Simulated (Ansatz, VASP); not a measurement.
# Two plane-wave programs on Ta3H

The input INCAR:

```
PREC     = Accurate       # precision mode
ENCUT    = 600            # plane-wave cutoff, eV
EDIFF    = 1E-7           # SCF threshold, eV
ISMEAR   = 0              # smearing method
SIGMA    = 0.1            # smearing width, eV
LREAL    = F              # projectors in reciprocal space
LASPH    = T              # aspherical terms in the spheres
NELM     = 60             # most SCF steps
ALGO     = Normal         # electronic algorithm
ISIF     = 3              # what is computed and relaxed
LWAVE    = F              # write WAVECAR
LCHARG   = F              # write CHGCAR
GGA      = PE             # functional
IBRION   = 2              # ionic algorithm
NSW      = 90             # ionic steps
EDIFFG   = -0.04          # ionic threshold
```

KPOINTS

```
regular mesh
0
Gamma
  6 6 6
```

File POSCAR:

```
Ta3H
1.0
   -1.8474748653      1.8474748653      4.1268269718
    1.8474748653     -1.8474748653      4.1268269718
    1.8474748653      1.8474748653     -4.1268269718
Ta H
3 1
Direct
    0.5000000000      0.5000000000      0.0000000000
    0.2500000000      0.7500000000      0.5000000000
    0.7500000000      0.2500000000      0.5000000000
    0.0000000000      0.0000000000      0.0000000000
```

Input for Ansatz:

```yaml
crystal:
  lattice:
    - [-1.8474748653, 1.8474748653, 4.1268269718]
    - [1.8474748653, -1.8474748653, 4.1268269718]
    - [1.8474748653, 1.8474748653, -4.1268269718]
  atoms:
    - { symbol: Ta, position: [0.5, 0.5, 0.0] }
    - { symbol: Ta, position: [0.25, 0.75, 0.5] }
    - { symbol: Ta, position: [0.75, 0.25, 0.5] }
    - { symbol: H, position: [0.0, 0.0, 0.0] }
basis:
  ecutwfc: 420
kpoints:
  mp_grid: { grid: [6, 6, 6] }
hamiltonian:
  xc: pbe
scf:
  occupations: { method: gaussian, width: 0.1 }
  lower_state_search: "off"
output:
  forces: true
  stress: true
  eigenvalues: true
relax:
  adjacent_minimum: "off"
  f_tol: 0.04
  max_steps: 70
  cell: { stress_tol: 0.4 }
```

Alike in both runs: task relaxation of cell and atoms; functional PBE; k mesh 6 × 6 × 6; occupations gaussian, width 0.1 eV; no spin polarisation.

```csv
,VASP,Ansatz
version,VASP 6.6.1,Ansatz 0.2.0
potentials or method,"VASP PAW PBE potentials, release 64 (Ta_pv, H), cutoff 600 eV","scalar-relativistic, plane waves, PAW"
valence electrons in the cell,34,40
```

VASP gave:

| Quantity | Value |
| --- | --- |
| gap on the k mesh at the Fermi level, each at its own relaxed structure (eV) | none |
| relaxed volume (Å³/atom) | 16.09 |
| relaxed cell length with the largest relative difference (Å) | 4.913 |

Task: Estimate Ansatz's values.

Result: gap on the k mesh at the Fermi level, each at its own relaxed structure (eV): none; relaxed volume (Å³/atom): 16.08; relaxed cell length with the largest relative difference (Å): 4.925.

A gap of «none» marks a metal or a gap that the smearing closes. VASP's potentials hold 34 valence electrons a cell and Ansatz's 40, so a difference there can come from the potentials and not from the codes.

The k mesh is coarse, so the values compare programs but aren't converged. Spin-orbit coupling is off throughout.
